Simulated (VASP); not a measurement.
Runs of VASP 6.6.1 on BaTe. It takes space group Pm-3m (No. 221, cubic). Conventional cell: a = 4.245 Å, b = 4.245 Å, c = 4.245 Å, α = 90.00°, β = 90.00°, γ = 90.00°. Within 4.8 Å of Ba (site symmetry m-3m) lie 8 Te at 3.68 Å and 6 Ba at 4.24 Å. Te (site symmetry m-3m) has 8 Ba at 3.68 Å and 6 Te at 4.24 Å within 4.8 Å. 

```csv
level,potentials or basis,k mesh,cutoff (eV),grid for exact exchange (PRECFOCK),share of exact exchange,screening parameter,gap on the mesh (eV),pressure (GPa)
PBE,"VASP PAW PBE potentials, release 64 (Ba_sv, Te)",4 × 4 × 4,520,-,-,-,0.74,0.6
PBE,"VASP PAW PBE potentials, release 64 (Ba_sv, Te)",2 × 2 × 2,500,-,-,-,0.51,3.2
PBE-based screened hybrid,"VASP PAW PBE potentials, release 64 (Ba_sv, Te)",4 × 4 × 4,520,Normal,0.15,0.5 1/Å,0.91,(d)
r2SCAN,"VASP PAW PBE potentials, release 64 (Ba_sv, Te)",4 × 4 × 4,520,-,-,-,(c),0.6
PBE-based global hybrid,"VASP PAW PBE potentials, release 64 (Ba_sv, Te)",4 × 4 × 4,520,Normal,0.5,-,3.60,-0.8
HSE06,"VASP PAW PBE potentials, release 64 (Ba_sv, Te)",4 × 4 × 4,520,Normal,-,0.2079 1/Å,(a),0.0
PBE-based screened hybrid,"VASP PAW PBE potentials, release 64 (Ba_sv, Te)",4 × 4 × 4,520,Normal,0.5,0.3 1/Å,1.84,-0.5
PBE,"VASP PAW PBE potentials, release 64 (Ba_sv, Te)",3 × 3 × 3,500,-,-,-,1.10,0.8
LDA,"VASP PAW LDA potentials, release 64 (Ba_sv, Te)",2 × 2 × 2,500,-,-,-,0.33,(b)
PBE,"VASP PAW PBE potentials, release 64 (Ba_sv, Te)",4 × 4 × 4,500,-,-,-,0.74,0.6
```

Alike in all rows: task single point; no spin polarisation; cell as given; smearing gaussian 0.01 eV.

Task: Estimate the missing entries.

Result: (a) 1.44; (b) 0.2; (c) 1.09; (d) 0.4.

Caveats: some runs use coarse meshes; spin-orbit coupling is left out, which moves the levels of the heavy elements; the PAW data sets were made with another functional, which shifts forces and pressure a little (some runs).

A k mesh can miss the band edges, and the runs leave out spin-orbit coupling on Ba, Te.
